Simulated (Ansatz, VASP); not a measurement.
# Two plane-wave programs on AlGa3O6

```
CELL_PARAMETERS angstrom
2.49775 1.44207 4.49758
-2.49775 1.44207 4.49758
0.00000 -2.88415 4.49758
ATOMIC_POSITIONS crystal
Al 0.14964 0.14964 0.14964
Ga 0.35939 0.35939 0.35939
Ga 0.85501 0.85501 0.85501
Ga 0.64425 0.64425 0.64425
O 0.25135 0.54295 0.94700
O 0.54295 0.94700 0.25135
O 0.94700 0.25135 0.54295
O 0.76479 0.43286 0.05277
O 0.43286 0.05277 0.76479
O 0.05277 0.76479 0.43286
```

Alike in both runs: task single point; functional PBE; k mesh 6 × 6 × 6; occupations gaussian, width 0.02 eV; no spin polarisation.

|  | VASP | Ansatz |
| --- | --- | --- |
| version | VASP 6.6.1 | Ansatz 0.2.0 |
| potentials or method | VASP PAW PBE potentials, release 64 (Al, Ga_d, O), cutoff 520 eV | scalar-relativistic, plane waves, PAW |
| valence electrons in the cell | 78 | 78 |

|  | VASP | Ansatz | Ansatz less VASP |
| --- | --- | --- | --- |
| gap on the k mesh at the Fermi level (eV) | 3.04 | 3.05 | +0.008 |
| least direct gap on the mesh (eV) | 3.21 | 3.21 | +0.008 |
| pressure (GPa) | 0.7 | 0.0 | -0.66 |
| traceless stress, the component that is largest in VASP (GPa) | -0.09 | -0.01 | +0.078 |
| rms of the force components (eV/Å) | 0.020 | 0.001 | -0.0184 |

Atom by atom the forces differ by 0.020 eV/Å (rms over components).
